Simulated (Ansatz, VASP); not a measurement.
# Two plane-wave programs on PtF2

```
Pt F
1.0
     2.96540   -3.42578    0.00000
     2.96540    3.42578    0.00000
     0.00000    0.00000    3.11222
Pt F
1 2
Direct
  0.00000 0.00000 0.00000
  0.78273 0.78273 0.50000
  0.21727 0.21727 0.50000
```

Alike in both runs: functional PBE; k mesh 6 × 6 × 10; occupations gaussian, width 0.02 eV; no spin polarisation.

Ansatz relaxed the structure, and its values are those at the end. VASP's run is a single point on that final structure, the one shown.

|  | VASP | Ansatz |
| --- | --- | --- |
| version | VASP 6.6.1 | Ansatz 0.2.0 |
| potentials or method | VASP PAW PBE potentials, release 64 (Pt, F), cutoff 520 eV | scalar-relativistic, plane waves, PAW |
| valence electrons in the cell | 24 | 32 |

```csv
,VASP,Ansatz,Ansatz less VASP
gap on the k mesh at the Fermi level (eV),1.16,1.27,+0.104
least direct gap on the mesh (eV),1.27,1.39,+0.126
pressure (GPa),0.3,0.0,-0.27
rms of the force components (eV/Å),0.044,0.001,-0.0426
```

VASP's potentials hold 24 valence electrons a cell and Ansatz's 32, so a difference there can come from the potentials and not from the codes.

Spin-orbit coupling is off throughout.
